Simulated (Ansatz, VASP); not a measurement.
## MgC: VASP beside Ansatz

```
Mg C
1.0
    -1.37444    2.37511    1.83413
     1.37444   -2.37511    1.83413
     1.37444    2.37511   -1.83413
Mg C
1 1
Direct
  0.50000 0.00000 0.50000
  0.00000 0.00000 0.00000
```

Alike in both runs: functional PBE; k mesh 6 × 6 × 6; occupations gaussian, width 0.1 eV; no spin polarisation.

Ansatz relaxed the structure, and its values are those at the end. VASP's run is a single point on that final structure, the one shown.

```csv
,VASP,Ansatz
version,VASP 6.6.1,Ansatz 0.2.0
potentials or method,"VASP PAW PBE potentials, release 64 (Mg, C), cutoff 520 eV","scalar-relativistic, plane waves, PAW"
valence electrons in the cell,6,14
```

|  | VASP | Ansatz | Ansatz less VASP |
| --- | --- | --- | --- |
| gap on the k mesh at the Fermi level (eV) | none | none | - |
| pressure (GPa) | -0.3 | 0.0 | +0.24 |

A gap of «none» marks a metal or a gap that the smearing closes. With one functional, cell and mesh, what is left measures potentials, basis and numerics. VASP's potentials hold 6 valence electrons a cell and Ansatz's 14, so a difference there can come from the potentials and not from the codes.

The k mesh is coarse, so the values compare programs but aren't converged.
